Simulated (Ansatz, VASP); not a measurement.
Two plane-wave programs on CsPtS

File INCAR:

```
SYSTEM = CsPtS
PREC = Accurate
ENCUT = 600
EDIFF = 1E-6
ISMEAR = 0
SIGMA = 0.1
LREAL = .FALSE.
LASPH = .TRUE.
NELM = 60
ALGO = Normal
ISIF = 3
LWAVE = .FALSE.
LCHARG = .FALSE.
GGA = PE
IBRION = 2
NSW = 100
EDIFFG = -0.01
```

File KPOINTS:

```
regular mesh
0
G
  10 10 12
  0 0 0
```

POSCAR

```
CsPtS
1.0
    5.1037395559      0.0000000000      0.0000000000
    0.0000000000      5.1037395559      0.0000000000
    0.0000000000      0.0000000000      4.3218137541
Cs Pt S
1 1 1
Direct
    0.0000000000      0.0000000000      0.0000000000
    0.5000000000      0.5000000000      0.0000000000
    0.5000000000      0.5000000000      0.5000000000
```

Input for Ansatz:

```yaml
crystal:
  lattice:
    - [5.1037395559, 0.0, 0.0]
    - [0.0, 5.1037395559, 0.0]
    - [0.0, 0.0, 4.3218137541]
  atoms:
    - { symbol: Cs, position: [0.0, 0.0, 0.0] }
    - { symbol: Pt, position: [0.5, 0.5, 0.0] }
    - { symbol: S, position: [0.5, 0.5, 0.5] }
basis:
  ecutwfc: 420
kpoints:
  mp_grid: { grid: [10, 10, 12] }
hamiltonian:
  xc: pbe
scf:
  occupations: { method: gaussian, width: 0.1 }
output:
  forces: true
  stress: true
  eigenvalues: true
relax:
  adjacent_minimum: "off"
  f_tol: 0.01
  max_steps: 80
  cell: { stress_tol: 0.05 }
```

Change from the starting cell: species swapped into the DyCoC type (P4/mmm, No. 123).

Alike in both runs: task relaxation of cell and atoms; functional PBE; k mesh 10 × 10 × 12; occupations gaussian, width 0.1 eV; no spin polarisation.

|  | VASP | Ansatz |
| --- | --- | --- |
| version | VASP 6.6.1 | Ansatz 0.2.0 |
| potentials or method | VASP PAW PBE potentials, release 64 (Cs_sv, Pt, S), cutoff 600 eV | scalar-relativistic, plane waves, PAW |
| valence electrons in the cell | 25 | 33 |

|  | VASP | Ansatz | Ansatz less VASP |
| --- | --- | --- | --- |
| gap on the k mesh at the Fermi level, each at its own relaxed structure (eV) | none | none | - |
| relaxed volume (Å³/atom) | 38.27 | 38.25 | -0.014 |
| relaxed length of the cell vector where the two differ most in proportion (Å) | 5.146 | 5.144 | -0.0019 |

A gap of «none» marks a metal or a gap that the smearing closes. VASP's potentials hold 25 valence electrons a cell and Ansatz's 33, so a difference there can come from the potentials and not from the codes.

Spin-orbit coupling is off throughout.
